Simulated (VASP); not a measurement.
A run of VASP 6.6.1 is set up as follows.

File INCAR:

```
ALGO     = Normal         # electronic algorithm
EDIFF    = 1E-6           # SCF threshold, eV
ENCUT    = 520            # plane-wave cutoff, eV
GGA      = PE             # functional
ISIF     = 2              # what is computed and relaxed
ISMEAR   = 0              # smearing method
LASPH    = True           # aspherical terms in the spheres
LCHARG   = False          # write CHGCAR
LREAL    = False          # projectors in reciprocal space
LWAVE    = False          # write WAVECAR
NBANDS   = 46             # bands
NELM     = 60             # most SCF steps
PREC     = Accurate       # precision mode
SIGMA    = 0.05           # smearing width, eV
```

KPOINTS

```
k-points
0
Gamma
  8 6 6
```

Contents of POSCAR:

```
GaN
1.0
   -3.2185392732      0.0000000000      0.0000000000
    0.0000000000      0.0000000000     -5.2433778863
    0.0000000001     -5.5746735474      0.0000000000
Ga N
4 4
Direct
    0.5000000000      0.0056414827      0.1747056281
    0.0000000000     -0.0009109452      0.6586254857
    0.0000000000      0.4990890548      0.3413745143
    0.5000000000      0.5056414827      0.8252943719
    0.5000000000      0.6152387104      0.1680187670
    0.0000000000      0.6180823852      0.6653004985
    0.0000000000      0.1180823852      0.3346995015
    0.5000000000      0.1152387104      0.8319812330
```

Potentials or basis: VASP PAW PBE potentials, release 64 (Ga_d, N).

Launch:

```console
$ cat potpaw_PBE.64/Ga_d/POTCAR potpaw_PBE.64/N/POTCAR > POTCAR
$ mpirun -np 1 vasp_std > vasp.out
```

Question: Predict the largest force.

Answer: 1.331 eV/Å.

Question: Predict the band gap on the k mesh.

Answer: 1.65 eV.

Question: What does it give for the pressure?

Answer: 0.7 GPa.

Forces in eV/Å, atoms in the order of the input:
```
Ga   0.000  1.067  0.795
Ga   0.000 -1.138  0.118
Ga   0.000  1.138  0.118
Ga   0.000 -1.067  0.795
N    0.000  0.006 -0.430
N    0.000 -0.102 -0.483
N    0.000  0.102 -0.483
N    0.000 -0.006 -0.430
```

Caveat: the cell differs from its parent crystal (mode 11 frozen in at -0.048 Å and mode 13 at +0.039 Å (largest displacements)); forces of over 1 eV/Å act on the atoms, so gaps and moduli don't describe the material at rest.
